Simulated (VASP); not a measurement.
## AlCo: single point with PBE

Crystal: AlCo.

```
CELL_PARAMETERS angstrom
2.81940 0.00000 0.00000
0.00000 2.81940 0.00000
0.00000 0.00000 2.81940
ATOMIC_POSITIONS crystal
Al 0.00888 0.00888 0.00000
Co 0.50885 0.50885 0.50000
```

* Program: VASP 6.6.1
* Task: single point
* Functional: PBE
* Potentials or basis: VASP PAW PBE potentials, release 64 (Al, Co)
* Cutoff: 520 eV
* k mesh: 6 × 6 × 6
* Occupations: fermi-dirac, width 0.1 eV
* Spin: collinear spin, ferromagnetic start
* Starting moments: [0.0, 1.8] μB

```json
{"Pressure": "7.0 GPa", "Band gap on the k mesh": "zero (filled and empty bands overlap)", "Net moment": "0.00 μB per cell", "Valence electrons inside the program's atomic spheres": "Al 0.84; Co 8.51"}
```

Levels at points of the mesh, in eV from the Fermi level:
Spin up:
| k point | band 2 | band 3 | band 4 | band 5 | band 6 | band 7 | band 8 | band 9 | band 10 | band 11 |
| --- | --- | --- | --- | --- | --- | --- | --- | --- | --- | --- |
| (0.00, 0.00, 0.00) | -3.10 | -3.10 | -0.86 | -0.86 | -0.86 | 6.13 | 6.13 | 6.13 | 8.87 | 8.87 |
| (0.50, 0.00, 0.00) | -6.79 | -2.47 | -1.78 | -1.78 | -0.75 | 0.21 | 8.44 | 10.79 | 10.79 | 12.00 |
| (0.00, 0.00, 0.50) | -6.79 | -2.47 | -1.78 | -1.78 | -0.75 | 0.21 | 8.44 | 10.79 | 10.79 | 12.00 |
| (0.50, 0.50, 0.00) | -3.18 | -2.75 | -2.75 | -1.57 | -1.57 | -0.23 | 2.53 | 3.66 | 13.13 | 16.12 |
| (0.00, 0.50, 0.50) | -3.18 | -2.75 | -2.75 | -1.57 | -1.57 | -0.23 | 2.53 | 3.66 | 13.13 | 16.12 |
| (0.50, 0.50, 0.50) | -4.08 | -4.08 | -0.19 | -0.19 | 2.39 | 2.39 | 2.39 | 4.42 | 5.51 | 5.51 |
Spin down:
```tsv
k point	band 4	band 5	band 6	band 7	band 8	band 9
(0.00, 0.00, 0.00)	-0.86	-0.86	-0.86	6.13	6.13	6.13
(0.50, 0.00, 0.00)	-1.78	-1.78	-0.75	0.21	8.44	10.79
(0.00, 0.00, 0.50)	-1.78	-1.78	-0.75	0.21	8.44	10.79
(0.50, 0.50, 0.00)	-2.75	-1.57	-1.57	-0.23	2.53	3.66
(0.00, 0.50, 0.50)	-2.75	-1.57	-1.57	-0.23	2.53	3.66
(0.50, 0.50, 0.50)	-0.19	-0.19	2.39	2.39	2.39	4.42
```

Run time: 33 s on 1 thread of Intel(R) Xeon(R) Platinum 8488C (Sapphire Rapids), on a shared host, peak memory 0.16 GiB.

Caveat: the k points lie up to 0.37 Å⁻¹ apart; the starting moments collapsed, and a magnetic state may lie lower.
